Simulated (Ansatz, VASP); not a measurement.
**One calculation of Zr, two programs**

INCAR

```
PREC     = Accurate       # precision mode
ENCUT    = 520            # plane-wave cutoff, eV
EDIFF    = 1E-6           # SCF threshold, eV
ISMEAR   = -1             # smearing method
SIGMA    = 0.03           # smearing width, eV
LREAL    = F              # projectors in reciprocal space
LASPH    = T              # aspherical terms in the spheres
NELM     = 100            # most SCF steps
ALGO     = Normal         # electronic algorithm
ISIF     = 2              # what is computed and relaxed
LWAVE    = F              # write WAVECAR
LCHARG   = F              # write CHGCAR
GGA      = CA             # functional
NBANDS   = 19             # bands
```

Contents of KPOINTS:

```
regular mesh
0
Gamma
  13 13 7
```

File POSCAR:

```
Zr
1.0
    3.2319982225     -0.0161599911     -0.0161599911
   -1.6299940740      2.8070725612     -0.0059149673
   -0.0257350000     -0.0257350000      5.1470000000
Zr
2
Direct
    0.3333333333      0.6666666667      0.2500000000
    0.6666666667      0.3333333333      0.7500000000
```

Input for Ansatz:

```yaml
crystal:
  lattice:
    - [3.2319982225, -0.0161599911, -0.0161599911]
    - [-1.629994074, 2.8070725612, -0.0059149673]
    - [-0.025735, -0.025735, 5.147]
  atoms:
    - { symbol: Zr, position: [0.3333333333, 0.6666666667, 0.25] }
    - { symbol: Zr, position: [0.6666666667, 0.3333333333, 0.75] }
kpoints:
  mp_grid: { grid: [13, 13, 7] }
  band_path:
    path:
      - [0.0, 0.0, 0.0]
      - [0.0, 0.0, 0.5]
      - [-0.5, 0.5, 0.0]
      - [0.0, 0.0, 0.0]
      - [0.0, -0.5, 0.0]
      - [-0.5, 0.0, 0.5]
      - [0.0, 0.0, 0.0]
      - [-0.5, 0.0, 0.0]
      - [0.0, -0.5, 0.5]
    npoints: 5
scf:
  occupations: { method: fermi_dirac, width: 0.03 }
hamiltonian:
  xc: lda
  pseudopotentials: { kind: all_electron, lapw: { basis_error: 0.00025 } }
output:
  forces: true
  stress: true
  eigenvalues: true
```

Change from the starting cell: equal xy, yz and zx shear strains of -1 %.

Alike in both runs: task single point; functional LDA; k mesh 13 × 13 × 7; occupations fermi-dirac, width 0.03 eV; no spin polarisation.

|  | VASP | Ansatz |
| --- | --- | --- |
| version | VASP 6.6.1 | Ansatz 0.2.0 |
| potentials or method | VASP PAW LDA potentials, release 64 (Zr_sv), cutoff 520 eV | all-electron LAPW, scalar-relativistic |

VASP gave:

| Property | Result |
| --- | --- |
| pressure (GPa) | -6.0 |
| traceless stress, the component that is largest in VASP (GPa) | 0.52 |
| rms of the force components (eV/Å) | 0.011 |

Q: Which values does Ansatz return?

A: Pressure (GPa): -6.1; traceless stress, the component that is largest in VASP (GPa): 0.50; rms of the force components (eV/Å): 0.011.

LDA's correlation is that of Perdew and Zunger in VASP and of Perdew and Wang (1992) in Ansatz. Atom by atom the forces differ by 0.000 eV/Å (rms over components). Ansatz ran all-electron here, and VASP with PAW potentials.
